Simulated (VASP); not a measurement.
Input of a VASP 6.6.1 run:

File INCAR:

```
PREC     = Accurate       # precision mode
ENCUT    = 500            # plane-wave cutoff, eV
EDIFF    = 1E-6           # SCF threshold, eV
ISMEAR   = 0              # smearing method
SIGMA    = 0.1            # smearing width, eV
LREAL    = F              # projectors in reciprocal space
LASPH    = T              # aspherical terms in the spheres
NELM     = 120            # most SCF steps
ALGO     = Normal         # electronic algorithm
ISIF     = 2              # what is computed and relaxed
LWAVE    = F              # write WAVECAR
LCHARG   = T              # write CHGCAR
GGA      = PE             # functional
LELF     = T              # ELF
LVHAR    = T            
NBANDS   = 24             # bands
GGA_COMPAT= F
```

Contents of KPOINTS:

```
regular mesh
0
Gamma
  6 4 4
```

POSCAR

```
P
1.0
    3.4879805709      0.0000000000      0.0000000000
    0.0000000000      7.2564884016      0.0000000000
    0.0000000000      0.0000000000      3.4668301412
P
6
Direct
    0.7500000000      0.3333387135      0.2474418666
    0.2500000000      0.6666612865      0.7525581334
    0.2500000000      0.3333387135      0.7525581334
    0.7500000000      0.6666612865      0.2474418666
    0.2500000000      0.0000000000      0.7448868246
    0.7500000000      0.0000000000      0.2551131754
```

Potentials or basis: VASP PAW PBE potentials, release 64 (P).

The run is started by

```bash
$ cat potpaw_PBE.64/P/POTCAR > POTCAR
$ mpirun -np 1 vasp_std > vasp.out
```

Q: Predict the pressure.

A: -0.2 GPa.

Q: Predict the band gap on the k mesh.

A: Zero (bands 15 and 16 overlap by 4.72 eV).

Q: What does it give for the largest force?

A: 0.005 eV/Å.

Stress tensor (GPa, compression positive):
```
-0.03  0.00  0.00
 0.00 -0.40  0.00
 0.00  0.00 -0.27
```

Caveat: the k points lie up to 0.45 Å⁻¹ apart, too coarse for converged energies and pressures of a metal.
